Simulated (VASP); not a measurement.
# LiBr (Fm-3m) in VASP: further runs, part 2 of 2

VASP 6.6.1.

## 5. Single point, PBEsol, non-collinear spin, zero start, spin-orbit coupling

This run uses another cell than the first one, of 21.53 Å³/atom.

Input file INCAR:

```
SYSTEM = LiBr
PREC     = Accurate       ! precision mode
ENCUT    = 750            ! plane-wave cutoff, eV
EDIFF    = 1E-6           ! SCF threshold, eV
ISMEAR   = 0              ! smearing method
SIGMA    = 0.01           ! smearing width, eV
LREAL    = .False.        ! projectors in reciprocal space
LASPH    = .True.         ! aspherical terms in the spheres
NELM     = 200            ! most SCF steps
ALGO     = Normal         ! electronic algorithm
ISIF     = 2              ! what is computed and relaxed
LWAVE    = .False.        ! write WAVECAR
LCHARG   = .False.        ! write CHGCAR
MAGMOM   = 0 0 0 0 0 0    ! initial moments
LORBIT   = 11             ! projections on sites
LSORBIT  = .True.         ! spin-orbit coupling
GGA_COMPAT= .False.      
LORBMOM  = .True.       
GGA      = PS             ! functional
NBANDS   = 22             ! bands
```

Input file KPOINTS:

```
regular mesh
0
Gamma
  8 8 8
  0 0 0
```

Input file POSCAR:

```
LiBr
1.0
    2.7819336877      2.7819336877      0.0000000000
   -2.7819336877      2.7819336877      0.0000000000
    0.0000000000      2.7819336877      2.7819336877
Li Br
1 1
Direct
    0.0000000000      0.0000000000      0.0000000000
    0.5000000000      0.5000000000      0.0000000000
```

Potentials or basis: VASP PAW PBE potentials, release 64 (Li_sv, Br).

Launch:

```console
cat potpaw_PBE.64/Li_sv/POTCAR potpaw_PBE.64/Br/POTCAR > POTCAR
mpirun -np 1 vasp_ncl > vasp.out
```

OUTCAR:

```text
SYSTEM = LiBr
   PREC = Accurate
   ENCUT = 750
   EDIFF = 1E-6
   ISMEAR = 0
   LREAL = .False.
   LASPH = .True.
   NELM = 200
   ISIF = 2
   LORBIT = 11
   LSORBIT = .True.
   GGA = PS

 ion  position               nearest neighbor table
   1  0.000  0.000  0.000-
   2  0.500  0.500  0.000-

  LATTYP: Found a face centered cubic cell.
 ALAT       =     5.5638673754

  Lattice vectors:

 A1 = (   0.0000000000,   2.7819336877,   2.7819336877)
 A2 = (   2.7819336877,   0.0000000000,   2.7819336877)
 A3 = (   2.7819336877,   2.7819336877,   0.0000000000)

Analysis of symmetry for initial positions (statically):
=====================================================================
 Subroutine PRICEL returns:
 Original cell was already a primitive cell.

 Routine SETGRP: Setting up the symmetry group for a
 face centered cubic supercell.

 Subroutine GETGRP returns: Found 48 space group operations
[... 865 lines left out ...]
 l=   3
     0.0000000     0.0000000     0.0000000     0.0000000     0.0000000     0.0000000     0.0000000
     0.0000000     0.0000000     0.0000000     0.0000000     0.0000000     0.0000000     0.0000000
     0.0000000     0.0000000     0.0000000     0.0000000     0.0000000     0.0000000     0.0000000
     0.0000000     0.0000000     0.0000000     0.0000000     0.0000000     0.0000000     0.0000000
     0.0000000     0.0000000     0.0000000     0.0000000     0.0000000     0.0000000     0.0000000
     0.0000000     0.0000000     0.0000000     0.0000000     0.0000000     0.0000000     0.0000000
     0.0000000     0.0000000     0.0000000     0.0000000     0.0000000     0.0000000     0.0000000

 Ion:    2  E_soc:     -0.0511357
 l=   1
     0.0000000    -0.0085212    -0.0085212
    -0.0085212     0.0000000    -0.0085212
    -0.0085212    -0.0085212     0.0000000
 l=   2
     0.0000000    -0.0000003     0.0000000    -0.0000003    -0.0000011
    -0.0000003     0.0000000    -0.0000008    -0.0000003    -0.0000003
     0.0000000    -0.0000008     0.0000000    -0.0000008     0.0000000
    -0.0000003    -0.0000003    -0.0000008     0.0000000    -0.0000003
    -0.0000011    -0.0000003     0.0000000    -0.0000003     0.0000000
 l=   3
     0.0000000     0.0000000     0.0000000     0.0000000     0.0000000     0.0000000     0.0000000
     0.0000000     0.0000000     0.0000000     0.0000000     0.0000000     0.0000000     0.0000000
     0.0000000     0.0000000     0.0000000     0.0000000     0.0000000     0.0000000     0.0000000
     0.0000000     0.0000000     0.0000000     0.0000000     0.0000000     0.0000000     0.0000000
     0.0000000     0.0000000     0.0000000     0.0000000     0.0000000     0.0000000     0.0000000
     0.0000000     0.0000000     0.0000000     0.0000000     0.0000000     0.0000000     0.0000000
     0.0000000     0.0000000     0.0000000     0.0000000     0.0000000     0.0000000     0.0000000

 total charge

# of ion       s       p       d       tot
------------------------------------------
    1        2.004   0.032   0.000   2.036
    2        1.594   3.279   0.004   4.878
--------------------------------------------------
tot          3.598   3.311   0.004   6.914

 magnetization (x)

# of ion       s       p       d       tot
------------------------------------------
    1        0.000   0.000   0.000   0.000
    2       -0.000   0.000   0.000  -0.000
--------------------------------------------------
tot          0.000   0.000   0.000   0.000

 magnetization (y)

# of ion       s       p       d       tot
------------------------------------------
    1        0.000   0.000   0.000   0.000
    2       -0.000   0.000   0.000  -0.000
--------------------------------------------------
tot         -0.000   0.000   0.000   0.000

 magnetization (z)

# of ion       s       p       d       tot
------------------------------------------
    1       -0.000   0.000   0.000  -0.000
    2        0.000   0.000   0.000   0.000
--------------------------------------------------
tot         -0.000   0.000   0.000  -0.000
```

stdout:

```text
POSCAR found type information on POSCAR LiBr
 POSCAR found :  2 types and       2 ions
 scaLAPACK will be used
 -----------------------------------------------------------------------------
|                                                                             |
|                                                                             |
|     You enforced a specific xc type in the INCAR file but a different       |
|     I HOPE YOU KNOW WHAT YOU ARE DOING!                                     |
|                                                                             |
 -----------------------------------------------------------------------------

 LDA part: xc-table for (Slater+PW92), standard interpolation
 POSCAR, INCAR and KPOINTS ok, starting setup
 FFT: planning ... GRIDC
 FFT: planning ... GRID_SOFT
 FFT: planning ... GRID
 WAVECAR not read
 entering main loop
```

It took 96 s on 1 thread of Intel Xeon Platinum 8488C (Sapphire Rapids), shared host; peak memory 0.41 GiB.

Results:

```
Free energy                                           : -6.9377 eV
Pressure                                              : -2.0 GPa
Net moment                                            : 0.00 μB per cell
Valence electrons inside the program's atomic spheres : Li 2.04; Br 4.88
```

Moments on the atoms (μB; x, y, z):
```
Li  0.00 0.00 0.00
Br  0.00 0.00 0.00
```

Caveat: the PAW data sets were made with another functional, which shifts forces and pressure a little.

## 6. The runs side by side

| cell | pressure (GPa) | moment (μB) |
| --- | --- | --- |
| a = 3.690 Å, angles 60.0, 60.0, 90.0°, 2 atoms | 4.0 | 0.00 |
| a = 3.750 Å, angles 60.0, 60.0, 90.0°, 2 atoms | 2.0 | 0.00 |
| a = 3.827 Å, angles 60.0, 60.0, 90.0°, 2 atoms | 0.0 | 0.00 |
| a = 3.934 Å, angles 60.0, 60.0, 90.0°, 2 atoms | -2.0 | 0.00 |

Alike in all rows: task single point; level PBEsol; potentials or basis VASP PAW PBE potentials, release 64 (Li_sv, Br); spin non-collinear, zero start, SOC; k mesh 8 × 8 × 8; cutoff (eV) 750; smearing gaussian 0.01 eV.

Caveats: the PAW data sets were made with another functional, which shifts forces and pressure a little; the cell stands under pressure (at least some runs).

Total energies depend on the potentials used, so only differences within one code and one set of settings carry meaning.
